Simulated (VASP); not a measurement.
**RuBrCl4: single point with PBE**

RuBrCl4:

```
Ru Br Cl
1.0
     4.11906    0.00000    0.00000
     0.00000    4.11906    0.00000
     0.00000    0.00000   10.11840
Ru Br Cl
1 1 4
Direct
  0.00000 0.00000 0.00000
  0.50000 0.50000 0.50000
  0.50000 0.00000 0.85993
  0.00000 0.50000 0.14007
  0.50000 0.00000 0.14007
  0.00000 0.50000 0.85993
```

The cell was generated, and may not be a known phase.

- Program: VASP 6.6.1
- Task: single point
- Functional: PBE
- Potentials or basis: VASP PAW PBE potentials, release 64 (Ru_pv, Br, Cl)
- Cutoff: 520 eV
- k mesh: 10 × 10 × 4
- Occupations: gaussian, width 0.1 eV
- Spin: collinear spin
- Starting moments: [0.0, -0.89, 0.0, 0.0, 0.0, 0.0] μB
- Dipole correction: no
- Further INCAR settings: ALGO = Normal; EDIFF = 1e-06; NBANDS = 38

```json
{
  "Pressure": "-0.1 GPa",
  "Largest force": "0.013 eV/Å",
  "Net moment": "-0.82 μB per cell",
  "Site moments": "Ru +0.01; Br -0.59; Cl -0.00 μB",
  "Valence electrons inside the program's atomic spheres": "Ru 12.24; Br 4.69; Cl 5.04"
}
```

Forces in eV/Å, atoms in the order of the input:
```
Ru   0.000  0.000  0.000
Br   0.000  0.000  0.000
Cl   0.000  0.000  0.013
Cl   0.000  0.000 -0.013
Cl   0.000  0.000 -0.013
Cl   0.000  0.000  0.013
```

Levels at points of the mesh, in eV from the Fermi level:
Spin up:
```
           k point  band 20  band 21  band 22  band 23  band 24  band 25  band 26  band 27  band 28  band 29
(0.00, 0.00, 0.00)    -1.04    -1.04    -0.91    -0.25     0.33     0.33     1.24     1.61     1.61     5.39
(0.50, 0.00, 0.00)    -1.65    -1.63    -0.75    -0.27    -0.20     0.44     0.64     1.02     1.50     7.86
(0.50, 0.50, 0.00)    -0.61    -0.52    -0.52    -0.07    -0.03     0.33     0.48     0.48     1.80     5.93
(0.00, 0.00, 0.50)    -1.04    -1.04    -0.91    -0.33     0.33     0.33     1.24     1.61     1.61     5.67
(0.50, 0.00, 0.50)    -1.71    -1.63    -0.66    -0.27    -0.19     0.44     0.59     0.99     1.50     7.86
(0.50, 0.50, 0.50)    -0.67    -0.54    -0.54    -0.03    -0.02     0.33     0.51     0.51     1.80     6.04
```
Spin down:
```tsv
k point	band 23	band 24	band 25	band 26	band 27	band 28
(0.00, 0.00, 0.00)	-0.57	-0.53	-0.53	1.25	1.62	1.62
(0.50, 0.00, 0.00)	-0.53	-0.44	-0.25	0.64	1.02	1.51
(0.50, 0.50, 0.00)	-0.42	-0.03	0.33	0.48	0.48	1.80
(0.00, 0.00, 0.50)	-0.64	-0.52	-0.52	1.25	1.62	1.62
(0.50, 0.00, 0.50)	-0.54	-0.42	-0.26	0.60	1.00	1.51
(0.50, 0.50, 0.50)	-0.31	-0.03	0.33	0.51	0.51	1.80
```

Wall time 6.9 min on 4 MPI ranks on AMD EPYC 7R43 64-Core Processor (Zen 3), with other jobs on the host, peak memory 0.71 GiB a rank.

Caveat: a moment this small can come from the mesh or the smearing; this functional lacks dispersion, which binds layers or chains, so the pressure and a relaxed spacing across them are unreliable.
